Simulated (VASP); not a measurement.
# Mg (Fd-3m) in VASP: a series of runs

Runs on Mg. Level: RPBE. Tasks: single point, relaxation of cell and atoms.

All numbers are computed with VASP 6.6.1; they aren't measurements. Logs are shortened: lines on timing, memory, paths and dates and some standing lists are left out, and cuts for length are marked.

## (1) The cell of the first run

Symmetry: Fd-3m, No. 227, cubic system. The conventional cell has a = 6.970 Å, b = 6.970 Å, c = 6.970 Å, α = 90.00°, β = 90.00°, γ = 90.00°. Within 4.0 Å of Mg (site symmetry -43m) lie 4 Mg at 3.02 Å.

## (2) Single point, RPBE

Contents of INCAR:

```
  PREC = Accurate
  ENCUT = 520
  EDIFF = 1E-7
  ISMEAR = -1
  SIGMA = 0.1
  LREAL = F
  LASPH = T
  NELM = 100
  ALGO = Normal
  ISIF = 2
  LWAVE = F
  LCHARG = F
  GGA = RP
  NBANDS = 9
```

Contents of KPOINTS:

```
regular mesh
0
Gamma
  9 9 9
```

Contents of POSCAR:

```
Mg
1.0
    0.0000000000      3.4851414199      3.4851414199
    3.4851414199      0.0000000000      3.4851414199
    3.4851414199      3.4851414199      0.0000000000
Mg
2
Direct
    0.1250000000      0.1250000000      0.1250000000
    0.8750000000      0.8750000000      0.8750000000
```

Potentials or basis: VASP PAW PBE potentials, release 64 (Mg).

On the command line:

```console
cat potpaw_PBE.64/Mg/POTCAR > POTCAR
mpirun -np 1 vasp_std > vasp.out
```

OUTCAR:

```text
PREC = Accurate
   ENCUT = 520
   EDIFF = 1E-7
   ISMEAR = -1
   LREAL = F
   LASPH = T
   NELM = 100
   ISIF = 2
   GGA = RP

 ion  position               nearest neighbor table
   1  0.125  0.125  0.125-   2 3.02   2 3.02   2 3.02   2 3.02
   2  0.875  0.875  0.875-   1 3.02   1 3.02   1 3.02   1 3.02

  LATTYP: Found a face centered cubic cell.
 ALAT       =     6.9702828398

  Lattice vectors:

 A1 = (   0.0000000000,   3.4851414199,   3.4851414199)
 A2 = (   3.4851414199,   0.0000000000,   3.4851414199)
 A3 = (   3.4851414199,   3.4851414199,   0.0000000000)

Analysis of symmetry for initial positions (statically):
=====================================================================
 Subroutine PRICEL returns:
 Original cell was already a primitive cell.

 Routine SETGRP: Setting up the symmetry group for a
 face centered cubic supercell.

 Subroutine GETGRP returns: Found 48 space group operations
 (whereof 12 operations were pure point group operations)
 out of a pool of 48 trial point group operations.

The static configuration has the point symmetry D_3d.
 The point group associated with its full space group is O_h .

Analysis of symmetry for dynamics (positions and initial velocities):
=====================================================================
 Subroutine PRICEL returns:
 Original cell was already a primitive cell.

 Routine SETGRP: Setting up the symmetry group for a
 face centered cubic supercell.

 Subroutine GETGRP returns: Found 48 space group operations
 (whereof 12 operations were pure point group operations)
 out of a pool of 48 trial point group operations.

The dynamic configuration has the point symmetry D_3d.
 The point group associated with its full space group is O_h .

 Subroutine INISYM returns: Found 48 space group operations
 (whereof 12 operations are pure point group operations),
 and found     1 'primitive' translations

----------------------------------------------------------------------------------------

                                     Primitive cell

  volume of cell :      84.6625

  direct lattice vectors                    reciprocal lattice vectors
     0.000000000  3.485141420  3.485141420    -0.143466201  0.143466201  0.143466201
     3.485141420  0.000000000  3.485141420     0.143466201 -0.143466201  0.143466201
     3.485141420  3.485141420  0.000000000     0.143466201  0.143466201 -0.143466201

  length of vectors
     4.928734263  4.928734263  4.928734263     0.248490750  0.248490750  0.248490750

  position of ions in fractional coordinates (direct lattice)
     0.125000000  0.125000000  0.125000000
     0.875000000  0.875000000  0.875000000

  ion indices of the primitive-cell ions
   primitive index   ion index
                 1           1
                 2           2

----------------------------------------------------------------------------------------

 KPOINTS: regular mesh

Automatic generation of k-mesh.
 Grid dimensions read from file:
 generate k-points for:    9    9    9

 Generating k-lattice:

  Cartesian coordinates                     Fractional coordinates (reciprocal lattice)
    -0.015940689  0.015940689  0.015940689     0.111111111  0.000000000  0.000000000
     0.015940689 -0.015940689  0.015940689     0.000000000  0.111111111  0.000000000
     0.015940689  0.015940689 -0.015940689     0.000000000  0.000000000  0.111111111

  Length of vectors
     0.027610083  0.027610083  0.027610083

  Shift w.r.t. Gamma in fractional coordinates (k-lattice)
     0.000000000  0.000000000  0.000000000

 Subroutine IBZKPT returns following result:
 ===========================================

 Found     35 irreducible k-points:

 Following reciprocal coordinates:
            Coordinates               Weight
  0.000000  0.000000  0.000000      1.000000
  0.111111  0.000000  0.000000      8.000000
  0.222222  0.000000  0.000000      8.000000
  0.333333  0.000000  0.000000      8.000000
  0.444444  0.000000  0.000000      8.000000
  0.111111  0.111111  0.000000      6.000000
[... 16 lines left out ...]
 -0.333333  0.333333  0.000000     12.000000
  0.444444  0.444444  0.000000      6.000000
 [... further k-points ...]
   k-points           NKPTS =     35   k-points in BZ     NKDIM =     35   number of bands    NBANDS=      9
   number of dos      NEDOS =    301   number of ions     NIONS =      2
   total plane-waves  NPLWV =  64000
   dimension x,y,z NGX =    40 NGY =   40 NGZ =   40
   dimension x,y,z NGXF=    80 NGYF=   80 NGZF=   80
   ions per type =               2
   NGX,Y,Z   is equivalent  to a cutoff of  13.49, 13.49, 13.49 a.u.
   NGXF,Y,Z  is equivalent  to a cutoff of  26.98, 26.98, 26.98 a.u.
 SYSTEM =  unknown system
   PREC   = accura    normal or accurate (medium, high low for compatibility)
   ISTART =      0    job   : 0-new  1-cont  2-samecut
   ICHARG =      2    charge: 1-file 2-atom 10-const
   ISPIN  =      1    spin polarized calculation?
   LNONCOLLINEAR =      F non collinear calculations
   LSORBIT =      F    spin-orbit coupling
   LASPH  =      T    aspherical Exc in radial PAW
   ENCUT  =  520.0 eV  38.22 Ry    6.18 a.u.   9.16  9.16  9.16*2*pi/ulx,y,z
   NELM   =    100;   NELMIN=  2; NELMDL= -5     # of ELM steps
   EDIFF  = 0.1E-06   stopping-criterion for ELM
   LREAL  =      F    real-space projection
   EDIFFG = 0.1E-05   stopping-criterion for IOM
   NSW    =      0    number of steps for IOM
   IBRION =     -1    ionic relax: 0-MD 1-quasi-New 2-CG
   NFREE  =      0    steps in history (QN), initial steepest desc. (CG)
   ISIF   =      2    stress and relaxation
   ISYM   =      2    0-nonsym 1-usesym 2-fastsym
   POTIM  = 0.5000    time-step for ionic-motion
   TEBEG  =    0.0;   TEEND  =   0.0 temperature during run
   PSTRESS=    0.0 pullay stress
   NELECT =       4.0000    total number of electrons
   NUPDOWN=      -1.0000    fix difference up-down
   EMIN   =  10.00;   EMAX   =-10.00  energy-range for DOS
   EFERMI =   0.00;   METHOD = LEGACY
   ISMEAR =    -1;   SIGMA  =   0.10  broadening in eV -4-tet -1-fermi 0-gaus
   EFERMI_NEDOS =   21; number of points for ismear=-14 and -15
   IALGO  =     38    algorithm
   IMIX   =      4    mixing-type and parameters
     AMIX     =   0.40;   BMIX     =  1.00
     AMIX_MAG =   1.60;   BMIX_MAG =  1.00
  volume/ion in A,a.u.               =      42.33       285.67
  Fermi-wavevector in a.u.,A,eV,Ry     =   0.591831  1.118399  4.765631  0.350264
  Thomas-Fermi vector in A             =   1.640411
   LORBIT       =      0    0 simple, 1 ext, 2 COOP (PROOUT), +10 PAW based schemes
   GGA     = RP    functional components
   LHFCALC =     F    Hartree Fock is set to
   AEXX    =    0.0000 exact exchange contribution
   IVDW    =     0    specifies the selected vdW correction
   LEPSILON=     F    determine dielectric tensor
   LRPA    =     F    only Hartree local field effects (RPA)
 non-spin polarized calculation
  energy-cutoff  :      520.00
  volume of cell :       84.66
 maximum number of plane-waves:      2301
 NGX is ok and might be reduce to    40
   NGX = 19   NGY = 19   NGZ = 19

 number of electron       4.0000000 magnetization

 Free energy of the ion-electron system (eV)
  ---------------------------------------------------
  ext. energy  EPLUGINS =         0.00000000
  ---------------------------------------------------
  free energy    TOTEN  =        -1.18613344 eV

  energy without entropy =       -1.14368797  energy(sigma->0) =       -1.16491070

 E-fermi :   0.0497     XC(G=0):  -6.4619

 val. band max:       -0.0193660513   @ k =  -0.2222   0.3333   0.1111
 cond. band min:       0.2000731379   @ k =  -0.4444   0.3333   0.1111
 fundamental gap:      0.2194391891
 Fermi energy:         0.0496771545

 k-point     1 :       0.0000    0.0000    0.0000
  band No.  band energies     occupation
      1      -4.7532      2.00000
      2       3.1085      0.00000
      3       3.1085      0.00000
      4       3.1085      0.00000
      5       4.1738      0.00000
      6       4.1738      0.00000
      7       4.1738      0.00000
      8       5.5350      0.00000
      9       6.6677      0.00000

 k-point     2 :       0.1111    0.0000    0.0000
  band No.  band energies     occupation
      1      -4.6463      2.00000
      2       2.1150      0.00000
      3       2.8995      0.00000
      4       2.8995      0.00000
      5       4.2919      0.00000
      6       4.4645      0.00000
      7       4.4645      0.00000
      8       6.1201      0.00000
      9       6.5976      0.00000

 k-point     3 :       0.2222    0.0000    0.0000
  band No.  band energies     occupation
      1      -4.3295      2.00000
      2       0.6925      0.00322
      3       2.5941      0.00000
      4       2.5941      0.00000
      5       4.0701      0.00000
      6       4.7460      0.00000
      7       4.7460      0.00000
      8       6.4548      0.00000
      9       6.4548      0.00000

 k-point     4 :       0.3333    0.0000    0.0000
  band No.  band energies     occupation
      1      -3.8230      2.00000
      2      -0.6053      1.99714
      3       2.3820      0.00000
      4       2.3820      0.00000
      5       3.8569      0.00000
      6       4.5530      0.00000
      7       4.5530      0.00000
      8       6.6267      0.00000
      9       7.2256      0.00000
[... 205 lines left out ...]
 k-point    22 :      -0.4444    0.3333    0.0000
  band No.  band energies     occupation
      1      -2.3961      2.00000
      2      -1.4032      2.00000
      3      -0.0934      1.61412
      4       1.2527      0.00001
      5       2.7955      0.00000
      6       4.6113      0.00000
      7       7.0627      0.00000
      8       7.4836      0.00000
      9       8.3462      0.00000

 k-point    23 :      -0.3333    0.3333    0.0000
  band No.  band energies     occupation
      1      -2.4895      2.00000
      2      -1.3028      2.00000
      3      -0.3691      1.97010
      4       1.5152      0.00000
      5       3.0873      0.00000
      6       5.9820      0.00000
      7       6.7076      0.00000
      8       6.9292      0.00000
      9       7.2764      0.00000

 k-point    24 :       0.4444    0.4444    0.0000
  band No.  band energies     occupation
      1      -2.5308      2.00000
      2      -1.3607      2.00000
      3       1.0105      0.00013
      4       1.0105      0.00013
      5       2.4405      0.00000
      6       2.6002      0.00000
      7       8.8085      0.00000
      8       8.8085      0.00000
      9       9.3797      0.00000

 [... further k-points ...]
[... 5 lines left out ...]
  --------------------------------------------------------------------------------------
  -------------------------------------------------------------------------------------
  Total       -0.0164533     -0.0164533     -0.0164533      0.0000000      0.0000000      0.0000000
  in kB       -0.3113668     -0.3113668     -0.3113668      0.0000000      0.0000000      0.0000000
  external PRESSURE =      -0.3113668 kB  Pullay stress =       0.0000000 kB

 VOLUME and BASIS-vectors are now :
 -----------------------------------------------------------------------------
  energy-cutoff  :      520.00
  volume of cell :       84.66
      direct lattice vectors                 reciprocal lattice vectors
     0.000000000  3.485141420  3.485141420    -0.143466201  0.143466201  0.143466201
     3.485141420  0.000000000  3.485141420     0.143466201 -0.143466201  0.143466201
     3.485141420  3.485141420  0.000000000     0.143466201  0.143466201 -0.143466201

 POSITION                                       TOTAL-FORCE (eV/Angst)
 -----------------------------------------------------------------------------------
      0.87129      0.87129      0.87129        -0.000000     -0.000000     -0.000000
      6.09900      6.09900      6.09900         0.000000      0.000000      0.000000
 -----------------------------------------------------------------------------------
    total drift:                               -0.000000     -0.000000     -0.000000

  FREE ENERGIE OF THE ION-ELECTRON SYSTEM (eV)
  ---------------------------------------------------
  free  energy   TOTEN  =        -1.1861334409 eV

  energy  without entropy=       -1.1436879670  energy(sigma->0) =       -1.16491070
```

Wall time 18 s (1 thread of Intel Xeon 6975P-C (Granite Rapids), shared host); peak memory 0.23 GiB.

Results:

| Quantity | Value |
| --- | --- |
| Free energy | -1.1861 eV |
| Pressure | 0.0 GPa |
| Band gap on the k mesh | zero (band 2 reaches 3.11 eV, above the bottom of band 3 at -0.37 eV) |

Caveat: the PAW data sets were made with another functional, which shifts forces and pressure a little.

## (3) Single point, RPBE (volume scaled by 1.04)

Contents of INCAR:

```
SYSTEM = Mg
ALGO = Normal ; EDIFF = 1E-6
ENCUT = 520 ; GGA = RP
ISIF = 2 ; ISMEAR = -1
LASPH = .True. ; LCHARG = .False.
LREAL = .False. ; LWAVE = .False.
NBANDS = 9 ; NELM = 60
PREC = Accurate ; SIGMA = 0.1
```

Contents of KPOINTS:

```
k-points
0
Gamma
  9 9 9
  0 0 0
```

Contents of POSCAR:

```
Mg
1.0
    0.0000000000      3.5310038032      3.5310038032
    3.5310038032      0.0000000000      3.5310038032
    3.5310038032      3.5310038032      0.0000000000
Mg
2
Direct
    0.1250000000      0.1250000000      0.1250000000
    0.8750000000      0.8750000000      0.8750000000
```

Potentials or basis: VASP PAW PBE potentials, release 64 (Mg).

On the command line:

```console
cat potpaw_PBE.64/Mg/POTCAR > POTCAR
mpirun -np 1 vasp_std > vasp.out
```

Run time: 14 s. Hardware: 1 thread of Intel Xeon 6975P-C (Granite Rapids), shared host; peak memory 0.23 GiB.

It converged, with:

```yaml
Free_energy: -1.1817 eV
Pressure: -0.4 GPa
Band_gap_on_the_k_mesh: zero (band 2 reaches 2.91 eV, above the bottom of band 3 at -0.44 eV)
```

Levels at points of the mesh, in eV from the Fermi level:
```csv
k point,band 1,band 2,band 3,band 4,band 5,band 6
"(0.00, 0.00, 0.00)",-4.71,2.96,2.96,2.96,4.03,4.03
```

Caveat: the PAW data sets were made with another functional, which shifts forces and pressure a little.

## (4) Single point, RPBE (volume scaled by 1.08)

Contents of INCAR:

```
SYSTEM = Mg
  ALGO = Normal
  EDIFF = 1E-7
  ENCUT = 520
  GGA = RP
  ISIF = 2
  ISMEAR = -1
  LASPH = .TRUE.
  LCHARG = .FALSE.
  LREAL = .FALSE.
  LWAVE = .FALSE.
  NBANDS = 9
  NELM = 100
  PREC = Accurate
  SIGMA = 0.1
```

Contents of KPOINTS:

```
k-points
0
G
  9 9 9
  0 0 0
```

Contents of POSCAR:

```
Mg
1.0
    0.0000000000      3.5757047993      3.5757047993
    3.5757047993      0.0000000000      3.5757047993
    3.5757047993      3.5757047993      0.0000000000
Mg
2
Direct
    0.1250000000      0.1250000000      0.1250000000
    0.8750000000      0.8750000000      0.8750000000
```

On the command line:

```console
cat potpaw_PBE.64/Mg/POTCAR > POTCAR
mpirun -np 1 vasp_std > vasp.out
```

Wall time 16 s (1 thread of Intel Xeon 6975P-C (Granite Rapids), shared host); peak memory 0.23 GiB.

It converged, with:

```
Free energy            : -1.1707 eV
Pressure               : -0.7 GPa
Band gap on the k mesh : zero (band 2 reaches 2.72 eV, above the bottom of band 3 at -0.50 eV)
```

Levels at points of the mesh, in eV from the Fermi level:
```csv
k point,band 1,band 2,band 3,band 4,band 5,band 6,band 7
"(0.00, 0.00, 0.00)",-4.62,2.86,2.86,2.86,3.94,3.94,3.94
```

Caveat: the PAW data sets were made with another functional, which shifts forces and pressure a little.

## (5) Single point, RPBE (volume scaled by 1.12)

Contents of INCAR:

```
  PREC = Accurate
  ENCUT = 520
  EDIFF = 1E-6
  ISMEAR = -1
  SIGMA = 0.1
  LREAL = False
  LASPH = True
  NELM = 60
  ALGO = Normal
  ISIF = 2
  LWAVE = False
  LCHARG = False
  GGA = RP
  NBANDS = 9
```

Contents of KPOINTS:

```
regular mesh
0
Gamma
  9 9 9
```

Contents of POSCAR:

```
Mg
1.0
    0.0000000000      3.6193152534      3.6193152534
    3.6193152534      0.0000000000      3.6193152534
    3.6193152534      3.6193152534      0.0000000000
Mg
2
Direct
    0.1250000000      0.1250000000      0.1250000000
    0.8750000000      0.8750000000      0.8750000000
```

On the command line:

```console
cat potpaw_PBE.64/Mg/POTCAR > POTCAR
mpirun -np 1 vasp_std > vasp.out
```

Wall time 18 s (1 thread of Intel Xeon 6975P-C (Granite Rapids), shared host); peak memory 0.23 GiB.

It converged, with:

| Item | Value |
| --- | --- |
| Free energy | -1.1545 eV |
| Pressure | -0.9 GPa |
| Band gap on the k mesh | zero (band 2 reaches 2.55 eV, above the bottom of band 3 at -0.55 eV) |

Levels at points of the mesh, in eV from the Fermi level:
```tsv
k point	band 1	band 2	band 3	band 4	band 5
(0.00, 0.00, 0.00)	-4.54	2.77	2.77	2.77	3.85
```

Caveat: the PAW data sets were made with another functional, which shifts forces and pressure a little.

(Continued in part 2 of 2.)
